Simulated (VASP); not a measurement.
# In (P-62m) in VASP: further runs

Runs on In. Level: PBE. Tasks: single point.

Program: VASP 6.6.1. These are calculated values, not measurements. Logs are shortened: lines on timing, memory, paths and dates and some standing lists are left out, and cuts for length are marked.

### 1 The cell of the first run

It takes space group P-62m (No. 189, hexagonal). The conventional cell has a = 5.663 Å, b = 5.663 Å, c = 4.031 Å, α = 90.00°, β = 90.00°, γ = 120.00°. In (site symmetry m2m) has 12 In at 2.99 to 4.03 Å within 4.1 Å. In (site symmetry -62m) has 14 In at 2.99 to 4.03 Å within 4.1 Å.

The cell was generated, and may not be a known phase.

### 2 Single point, PBE

The input, INCAR:

```
PREC = Accurate ; ENCUT = 520
EDIFF = 1E-6 ; ISMEAR = 0
SIGMA = 0.1 ; LREAL = False
LASPH = True ; NELM = 60
ALGO = Fast ; ISIF = 2
LWAVE = False ; LCHARG = False
GGA = PE ; NBANDS = 34
```

The input, KPOINTS:

```
regular mesh
0
Gamma
  6 6 4
```

The input, POSCAR:

```
In
1.0
    5.6629316200      0.0000000000      0.0000000000
   -2.8314658100      4.9042426400      0.0000000000
    0.0000000000      0.0000000000      4.0310099700
In
4
Direct
    0.3910792900      0.0000000000      0.0000000000
    0.0000000000      0.3910792900      0.0000000000
    0.6089207100      0.6089207100      0.0000000000
    0.0000000000      0.0000000000      0.5000000000
```

Potentials or basis: VASP PAW PBE potentials, release 64 (In_d).

Started as:

```sh
$ cat potpaw_PBE.64/In_d/POTCAR > POTCAR
$ mpirun -np 1 vasp_std > vasp.out
```

OUTCAR:

```text
PREC = Accurate
   ENCUT = 520
   EDIFF = 1E-6
   ISMEAR = 0
   LREAL = False
   LASPH = True
   NELM = 60
   ISIF = 2
   GGA = PE

 ion  position               nearest neighbor table
   1  0.391  0.000  0.000-   4 2.99   4 2.99   3 3.03   2 3.03   3 3.03   2 3.03   2 3.84   3 3.84
                             4 3.99   4 3.99
   2  0.000  0.391  0.000-   4 2.99   4 2.99   1 3.03   1 3.03   3 3.03   3 3.03   3 3.84   1 3.84
                             4 3.99   4 3.99
   3  0.609  0.609  0.000-   4 2.99   4 2.99   1 3.03   1 3.03   2 3.03   2 3.03   2 3.84   1 3.84
                             4 3.99   4 3.99
   4  0.000  0.000  0.500-   2 2.99   3 2.99   2 2.99   3 2.99   1 2.99   1 2.99   3 3.99   3 3.99
                             2 3.99   2 3.99   1 3.99   1 3.99

  LATTYP: Found a hexagonal cell.
 ALAT       =     5.6629316200
 C/A-ratio  =     0.7118238821

  Lattice vectors:

 A1 = (   5.6629316200,   0.0000000000,   0.0000000000)
 A2 = (  -2.8314658100,   4.9042426400,   0.0000000000)
 A3 = (   0.0000000000,   0.0000000000,   4.0310099700)

Analysis of symmetry for initial positions (statically):
=====================================================================
 Subroutine PRICEL returns:
 Original cell was already a primitive cell.

 Routine SETGRP: Setting up the symmetry group for a
 hexagonal supercell.

 Subroutine GETGRP returns: Found 12 space group operations
 (whereof 12 operations were pure point group operations)
 out of a pool of 24 trial point group operations.

The static configuration has the point symmetry D_3h.

Analysis of symmetry for dynamics (positions and initial velocities):
=====================================================================
 Subroutine PRICEL returns:
 Original cell was already a primitive cell.

 Routine SETGRP: Setting up the symmetry group for a
 hexagonal supercell.

 Subroutine GETGRP returns: Found 12 space group operations
 (whereof 12 operations were pure point group operations)
 out of a pool of 24 trial point group operations.

The dynamic configuration has the point symmetry D_3h.

 Subroutine INISYM returns: Found 12 space group operations
 (whereof 12 operations are pure point group operations),
 and found     1 'primitive' translations

[... 88 lines left out ...]
   ISPIN  =      1    spin polarized calculation?
   LNONCOLLINEAR =      F non collinear calculations
   LSORBIT =      F    spin-orbit coupling
   LASPH  =      T    aspherical Exc in radial PAW
   ENCUT  =  520.0 eV  38.22 Ry    6.18 a.u.  10.53 10.53  7.50*2*pi/ulx,y,z
   NELM   =     60;   NELMIN=  2; NELMDL= -5     # of ELM steps
   EDIFF  = 0.1E-05   stopping-criterion for ELM
   LREAL  =      F    real-space projection
   EDIFFG = 0.1E-04   stopping-criterion for IOM
   NSW    =      0    number of steps for IOM
   IBRION =     -1    ionic relax: 0-MD 1-quasi-New 2-CG
   NFREE  =      0    steps in history (QN), initial steepest desc. (CG)
   ISIF   =      2    stress and relaxation
   ISYM   =      2    0-nonsym 1-usesym 2-fastsym
   POTIM  = 0.5000    time-step for ionic-motion
   TEBEG  =    0.0;   TEEND  =   0.0 temperature during run
   PSTRESS=    0.0 pullay stress
   NELECT =      52.0000    total number of electrons
   NUPDOWN=      -1.0000    fix difference up-down
   EMIN   =  10.00;   EMAX   =-10.00  energy-range for DOS
   EFERMI =   0.00;   METHOD = LEGACY
   ISMEAR =     0;   SIGMA  =   0.10  broadening in eV -4-tet -1-fermi 0-gaus
   EFERMI_NEDOS =   21; number of points for ismear=-14 and -15
   IALGO  =     68    algorithm
   IMIX   =      4    mixing-type and parameters
     AMIX     =   0.40;   BMIX     =  1.00
     AMIX_MAG =   1.60;   BMIX_MAG =  1.00
  volume/ion in A,a.u.               =      27.99       188.87
  Fermi-wavevector in a.u.,A,eV,Ry     =   1.267847  2.395884 21.870500  1.607436
  Thomas-Fermi vector in A             =   2.400973
   LORBIT       =      0    0 simple, 1 ext, 2 COOP (PROOUT), +10 PAW based schemes
   GGA     = PE    functional components
   LHFCALC =     F    Hartree Fock is set to
   AEXX    =    0.0000 exact exchange contribution
   IVDW    =     0    specifies the selected vdW correction
   LEPSILON=     F    determine dielectric tensor
   LRPA    =     F    only Hartree local field effects (RPA)
 non-spin polarized calculation
 RMM-DIIS sequential band-by-band and
 Gauss-broadening in eV      SIGMA  =   0.10
  energy-cutoff  :      520.00
  volume of cell :      111.95
 maximum number of plane-waves:      3029
   NGX = 21   NGY = 21   NGZ = 15

 number of electron      52.0000017 magnetization

 Free energy of the ion-electron system (eV)
  ---------------------------------------------------
  ext. energy  EPLUGINS =         0.00000000
  ---------------------------------------------------
  free energy    TOTEN  =        -9.65146996 eV

  energy without entropy =       -9.63881971  energy(sigma->0) =       -9.64514483

 E-fermi :   6.7127     XC(G=0):  -9.8012

 val. band max:        6.6984293568   @ k =   0.0000   0.0000   0.5000
 cond. band min:       6.7141340602   @ k =   0.3333   0.0000   0.0000
 fundamental gap:      0.0157047034
 Fermi energy:         6.7127002706

 k-point     1 :       0.0000    0.0000    0.0000
  band No.  band energies     occupation
      1      -8.2496      2.00000
      2      -8.2496      2.00000
      3      -8.2325      2.00000
      4      -8.1225      2.00000
      5      -8.0798      2.00000
      6      -8.0798      2.00000
[... 766 lines left out ...]
     33      14.1259      0.00000
     34      14.2862      0.00000

------------------------ aborting loop because EDIFF is reached ----------------------------------------

  FORCE on cell =-STRESS in cart. coord.  units (eV):
  Direction    XX          YY          ZZ          XY          YZ          ZX
  --------------------------------------------------------------------------------------
  -------------------------------------------------------------------------------------
  Total        3.7620547      3.7620547      0.3107579      0.0000000     -0.0000000     -0.0000000
  in kB       53.8404341     53.8404340      4.4473938      0.0000000     -0.0000000     -0.0000000
  external PRESSURE =      37.3760873 kB  Pullay stress =       0.0000000 kB

 VOLUME and BASIS-vectors are now :
 -----------------------------------------------------------------------------
  energy-cutoff  :      520.00
  volume of cell :      111.95
      direct lattice vectors                 reciprocal lattice vectors
     5.662931620  0.000000000  0.000000000     0.176586981  0.101952541  0.000000000
    -2.831465810  4.904242640  0.000000000     0.000000000  0.203905082  0.000000000
     0.000000000  0.000000000  4.031009970     0.000000000  0.000000000  0.248076787

 POSITION                                       TOTAL-FORCE (eV/Angst)
 -----------------------------------------------------------------------------------
      2.21466      0.00000      0.00000         0.047056     -0.000000      0.000000
     -1.10733      1.91795      0.00000        -0.023528      0.040752      0.000000
      1.72414      2.98629      0.00000        -0.023528     -0.040752     -0.000000
      0.00000      0.00000      2.01550         0.000000     -0.000000      0.000000
 -----------------------------------------------------------------------------------
    total drift:                               -0.000001     -0.000001     -0.000001

  FREE ENERGIE OF THE ION-ELECTRON SYSTEM (eV)
  ---------------------------------------------------
  free  energy   TOTEN  =        -9.6514699574 eV

  energy  without entropy=       -9.6388197084  energy(sigma->0) =       -9.64514483
```

OSZICAR:

```text
N       E                     dE             d eps       ncg     rms          rms(c)
DAV:   1     0.508026874364E+03    0.50803E+03   -0.25425E+04  1428   0.211E+03
DAV:   2     0.417358458595E+02   -0.46629E+03   -0.45811E+03  1428   0.481E+02
DAV:   3    -0.770581766769E+01   -0.49442E+02   -0.48932E+02  1632   0.182E+02
DAV:   4    -0.968837653498E+01   -0.19826E+01   -0.19788E+01  1620   0.420E+01
DAV:   5    -0.978287904858E+01   -0.94503E-01   -0.94492E-01  2264   0.719E+00    0.553E+00
RMM:   6    -0.967230825701E+01    0.11057E+00   -0.19353E-01  1596   0.492E+00    0.299E+00
RMM:   7    -0.965033846354E+01    0.21970E-01   -0.10535E-01  1558   0.294E+00    0.467E-01
RMM:   8    -0.965049132550E+01   -0.15286E-03   -0.16961E-02  1873   0.150E+00    0.194E-01
RMM:   9    -0.965128439984E+01   -0.79307E-03   -0.77929E-03  2261   0.563E-01    0.197E-01
RMM:  10    -0.965146984785E+01   -0.18545E-03   -0.18924E-03  1660   0.479E-01    0.119E-01
RMM:  11    -0.965138854302E+01    0.81305E-04   -0.87426E-04  1833   0.327E-01    0.468E-02
RMM:  12    -0.965146271023E+01   -0.74167E-04   -0.74886E-04  2404   0.151E-01    0.652E-02
RMM:  13    -0.965146856847E+01   -0.58582E-05   -0.59675E-05  2224   0.455E-02    0.744E-02
RMM:  14    -0.965147042045E+01   -0.18520E-05   -0.13271E-05  1715   0.209E-02    0.940E-02
RMM:  15    -0.965146995738E+01    0.46306E-06   -0.27679E-06   958   0.126E-02
   1 F= -.96514700E+01 E0= -.96451448E+01  d E =-.126502E-01
```

Run time: 42 s. Hardware: 1 thread of Intel Xeon 6975P-C (Granite Rapids), shared host; peak memory 0.24 GiB.

Results:

| Quantity | Value |
| --- | --- |
| Free energy | -9.6515 eV |
| Pressure | 3.7 GPa |
| Largest force | 0.047 eV/Å |
| Band gap on the k mesh | zero (bands 26 and 27 overlap by 3.23 eV) |

Forces on the atoms (eV/Å):
```
In   0.047  0.000  0.000
In  -0.024  0.041  0.000
In  -0.024 -0.041  0.000
In   0.000  0.000  0.000
```

Caveat: the k points lie up to 0.39 Å⁻¹ apart, too coarse for converged energies and pressures of a metal; spin-orbit coupling is left out, which moves the levels of the heavy elements.

### 3 Single point, PBE

This run uses another cell than the first one: it holds 8 atoms, not 4.

The input, INCAR:

```
PREC = Accurate
ENCUT = 520
EDIFF = 1E-7
ISMEAR = 0
SIGMA = 0.2
LREAL = False
LASPH = True
NELM = 80
ALGO = Fast
ISIF = 2
LWAVE = False
LCHARG = True
GGA = PE
LELF = True
LVHAR = True
NBANDS = 62
```

The input, KPOINTS:

```
Automatic mesh
0
Gamma
  6 4 2
```

The input, POSCAR:

```
In
1.0
    0.0000000000      0.0000000000      3.1961262720
    6.3623886998      0.0000000000      0.0000000000
    0.0000000000     11.0199804855      0.0000000000
In
8
Direct
    0.0000000000      0.4723662149      0.0000000000
    0.0000000000      0.9723662149      0.5000000000
    0.0000000000      0.7638168926      0.2361831074
    0.0000000000      0.2638168926      0.7361831074
    0.0000000000      0.2638168926      0.2638168926
    0.0000000000      0.7638168926      0.7638168926
    0.5000000000      1.0000000000      0.0000000000
    0.5000000000      0.5000000000      0.5000000000
```

Potentials or basis: VASP PAW PBE potentials, release 64 (In_d).

Started as:

```sh
$ cat potpaw_PBE.64/In_d/POTCAR > POTCAR
$ mpirun -np 1 vasp_std > vasp.out
```

It took 4.3 min on 1 thread of Intel Xeon 6975P-C (Granite Rapids), shared host; peak memory 0.42 GiB.

Results (log left out):

```yaml
Free_energy: -20.1684 eV
Pressure: -0.1 GPa
Largest_force: 0.061 eV/Å
Band_gap_on_the_k_mesh: zero (bands 52 and 53 overlap by 1.49 eV)
```

Forces on the atoms (eV/Å):
```
In  -0.061  0.000  0.000
In  -0.061  0.000  0.000
In   0.039 -0.011  0.000
In   0.039 -0.011  0.000
In   0.039  0.011  0.000
In   0.039  0.011  0.000
In  -0.017  0.000  0.000
In  -0.017  0.000  0.000
```

Stress tensor (GPa, compression positive):
```
-1.51  0.00  0.00
 0.00 -1.10  0.00
 0.00  0.00  2.34
```

Levels at points of the mesh, in eV from the Fermi level:
```tsv
k point	band 48	band 49	band 50	band 51	band 52	band 53	band 54	band 55	band 56	band 57
(0.00, 0.00, 0.00)	-4.20	-2.99	-2.89	-2.87	-0.11	0.08	0.93	1.73	3.12	3.27
(0.50, 0.00, 0.00)	-1.41	-0.87	-0.86	-0.67	-0.64	-0.26	-0.07	-0.03	0.19	0.20
(0.00, 0.50, 0.00)	-3.35	-1.87	-1.87	0.45	0.45	1.44	1.44	1.53	1.53	4.28
(0.50, 0.50, 0.00)	-2.96	-2.12	-2.12	-1.61	-1.61	0.28	0.28	0.93	0.93	1.24
(0.00, 0.00, 0.50)	-4.53	-1.95	-1.95	-1.53	-1.53	-0.42	-0.42	3.35	3.35	3.84
(0.50, 0.00, 0.50)	-1.41	-1.40	-1.40	-1.06	-1.06	-0.36	-0.36	0.09	0.09	1.21
(0.00, 0.50, 0.50)	-4.84	-0.11	-0.11	0.08	0.08	0.92	0.92	1.72	1.72	3.12
(0.50, 0.50, 0.50)	-2.59	-1.74	-1.74	-1.41	-1.41	-0.64	-0.64	-0.02	-0.02	2.81
```

Caveat: spin-orbit coupling is left out, which moves the levels of the heavy elements.

### 4 Single point, PBE

This run uses another cell than the first one, of the same volume but with other edges.

The input, INCAR:

```
SYSTEM = In
ALGO = Fast
EDIFF = 1E-7
ENCUT = 520
GGA = PE
ISIF = 2
ISMEAR = 0
LASPH = .TRUE.
LCHARG = .FALSE.
LREAL = .FALSE.
LWAVE = .FALSE.
NBANDS = 34
NELM = 60
PREC = Accurate
SIGMA = 0.1
```

The input, KPOINTS:

```
k-points
0
G
  12 12 12
  0 0 0
```

The input, POSCAR:

```
In
1.0
    6.3623886998      0.0000000000      0.0000000000
   -3.1811943499      5.5099902428      0.0000000000
    0.0000000000      0.0000000000      3.1961262720
In
4
Direct
    0.4723662149      0.0000000000      0.0000000000
    0.0000000000      0.4723662149      0.0000000000
    0.5276337851      0.5276337851      0.0000000000
    0.0000000000      0.0000000000      0.5000000000
```

Potentials or basis: VASP PAW PBE potentials, release 64 (In_d).

Started as:

```sh
$ cat potpaw_PBE.64/In_d/POTCAR > POTCAR
$ mpirun -np 1 vasp_std > vasp.out
```

OUTCAR:

```text
SYSTEM = In
   EDIFF = 1E-7
   ENCUT = 520
   GGA = PE
   ISIF = 2
   ISMEAR = 0
   LASPH = .TRUE.
   LREAL = .FALSE.
   NELM = 60
   PREC = Accurate

 ion  position               nearest neighbor table
   1  0.472  0.000  0.000-   3 3.20   2 3.20   3 3.20   2 3.20   4 3.40   4 3.40   4 3.72   4 3.72

   2  0.000  0.472  0.000-   3 3.20   3 3.20   1 3.20   1 3.20   4 3.40   4 3.40   4 3.72   4 3.72

   3  0.528  0.528  0.000-   2 3.20   2 3.20   1 3.20   1 3.20   4 3.40   4 3.40   4 3.72   4 3.72

   4  0.000  0.000  0.500-   1 3.40   1 3.40   3 3.40   2 3.40   2 3.40   3 3.40   1 3.72   1 3.72
                             2 3.72   2 3.72   3 3.72   3 3.72

  LATTYP: Found a hexagonal cell.
 ALAT       =     6.3623886998
 C/A-ratio  =     0.5023469050

  Lattice vectors:

 A1 = (   6.3623886998,   0.0000000000,   0.0000000000)
 A2 = (  -3.1811943499,   5.5099902428,   0.0000000000)
 A3 = (   0.0000000000,   0.0000000000,   3.1961262720)

Analysis of symmetry for initial positions (statically):
=====================================================================
 Subroutine PRICEL returns:
 Original cell was already a primitive cell.

 Routine SETGRP: Setting up the symmetry group for a
 hexagonal supercell.

 Subroutine GETGRP returns: Found 12 space group operations
 (whereof 12 operations were pure point group operations)
 out of a pool of 24 trial point group operations.

The static configuration has the point symmetry D_3h.

Analysis of symmetry for dynamics (positions and initial velocities):
=====================================================================
 Subroutine PRICEL returns:
 Original cell was already a primitive cell.

 Routine SETGRP: Setting up the symmetry group for a
 hexagonal supercell.

 Subroutine GETGRP returns: Found 12 space group operations
 (whereof 12 operations were pure point group operations)
 out of a pool of 24 trial point group operations.

[... 123 lines left out ...]
     AMIX     =   0.40;   BMIX     =  1.00
     AMIX_MAG =   1.60;   BMIX_MAG =  1.00
  volume/ion in A,a.u.               =      28.01       189.03
  Fermi-wavevector in a.u.,A,eV,Ry     =   1.267489  2.395207 21.858155  1.606529
  Thomas-Fermi vector in A             =   2.400634
   LORBIT       =      0    0 simple, 1 ext, 2 COOP (PROOUT), +10 PAW based schemes
   GGA     = PE    functional components
   LHFCALC =     F    Hartree Fock is set to
   AEXX    =    0.0000 exact exchange contribution
   IVDW    =     0    specifies the selected vdW correction
   LEPSILON=     F    determine dielectric tensor
   LRPA    =     F    only Hartree local field effects (RPA)
 non-spin polarized calculation
 RMM-DIIS sequential band-by-band and
 Gauss-broadening in eV      SIGMA  =   0.10
  energy-cutoff  :      520.00
  volume of cell :      112.05
 maximum number of plane-waves:      3048
 NGX is ok and might be reduce to    48

 number of electron      52.0000011 magnetization

 Free energy of the ion-electron system (eV)
  ---------------------------------------------------
  ext. energy  EPLUGINS =         0.00000000
  ---------------------------------------------------
  free energy    TOTEN  =       -10.14434088 eV

  energy without entropy =      -10.13371366  energy(sigma->0) =      -10.13902727

 E-fermi :   6.7301     XC(G=0):  -9.9124

 val. band max:        6.7296281751   @ k =   0.3333   0.0000   0.5000
 cond. band min:       6.7328101805   @ k =   0.3333   0.0000   0.2500
 fundamental gap:      0.0031820054
 Fermi energy:         6.7301056271

 k-point     1 :       0.0000    0.0000    0.0000
  band No.  band energies     occupation
      1      -8.1357      2.00000
      2      -8.0356      2.00000
      3      -8.0356      2.00000
      4      -7.9765      2.00000
      5      -7.9053      2.00000
      6      -7.8547      2.00000
[... 877 lines left out ...]
     33      13.6103      0.00000
     34      14.8481      0.00000

 [... further k-points ...]

------------------------ aborting loop because EDIFF is reached ----------------------------------------

  FORCE on cell =-STRESS in cart. coord.  units (eV):
  Direction    XX          YY          ZZ          XY          YZ          ZX
  --------------------------------------------------------------------------------------
  -------------------------------------------------------------------------------------
  Total        0.0044619      0.0044619     -0.0268098     -0.0000000      0.0000000      0.0000000
  in kB        0.0638023      0.0638023     -0.3833615     -0.0000000      0.0000000      0.0000000
  external PRESSURE =      -0.0852523 kB  Pullay stress =       0.0000000 kB

 VOLUME and BASIS-vectors are now :
 -----------------------------------------------------------------------------
  energy-cutoff  :      520.00
  volume of cell :      112.05
      direct lattice vectors                 reciprocal lattice vectors
     6.362388700  0.000000000  0.000000000     0.157173673  0.090744262  0.000000000
    -3.181194350  5.509990243  0.000000000     0.000000000  0.181488525  0.000000000
     0.000000000  0.000000000  3.196126272     0.000000000  0.000000000  0.312878752

 POSITION                                       TOTAL-FORCE (eV/Angst)
 -----------------------------------------------------------------------------------
      3.00538      0.00000      0.00000         0.001454     -0.000000     -0.000000
     -1.50269      2.60273      0.00000        -0.000727      0.001259      0.000000
      1.67851      2.90726      0.00000        -0.000727     -0.001259     -0.000000
      0.00000      0.00000      1.59806        -0.000000     -0.000000      0.000000
 -----------------------------------------------------------------------------------
    total drift:                                0.000000      0.000000     -0.000000

  FREE ENERGIE OF THE ION-ELECTRON SYSTEM (eV)
  ---------------------------------------------------
  free  energy   TOTEN  =       -10.1443408811 eV

  energy  without entropy=      -10.1337136628  energy(sigma->0) =      -10.13902727
```

It took 5.6 min on 1 thread of Intel Xeon 6975P-C (Granite Rapids), shared host; peak memory 0.48 GiB.

Results:

* Free energy: -10.1443 eV
* Pressure: 0.0 GPa
* Band gap on the k mesh: zero (bands 26 and 27 overlap by 4.01 eV)

Caveat: spin-orbit coupling is left out, which moves the levels of the heavy elements.

### 5 Overview

```csv
cell,k mesh,smearing,further INCAR settings,gap on the mesh (eV),pressure (GPa),largest force (eV/Å)
"a = 5.663, b = 5.663, c = 4.031 Å, angles 90.0, 90.0, 120.0°, 4 atoms, atomic positions A",6 × 6 × 4,gaussian 0.1 eV,ALGO = Fast; EDIFF = 1e-06; NBANDS = 34,none,3.7,0.05
"a = 3.196, b = 6.362, c = 11.020 Å, 8 atoms, atomic positions B",6 × 4 × 2,gaussian 0.2 eV,ALGO = Fast; EDIFF = 1e-07; NBANDS = 62,none,-0.1,0.06
"a = 6.362, b = 6.362, c = 3.196 Å, angles 90.0, 90.0, 120.0°, 4 atoms, atomic positions C",12 × 12 × 12,gaussian 0.1 eV,ALGO = Fast; EDIFF = 1e-07; NBANDS = 34,none,0.0,-
```

Alike in all rows: task single point; level PBE; potentials or basis VASP PAW PBE potentials, release 64 (In_d); no spin polarisation; cutoff (eV) 520.

Caveats: some runs use coarse meshes; spin-orbit coupling is left out, which moves the levels of the heavy elements.

Absolute energies hang on the potentials; compare differences alone.

The gap in the log of VASP goes by the Fermi energy; the results here count the filled bands.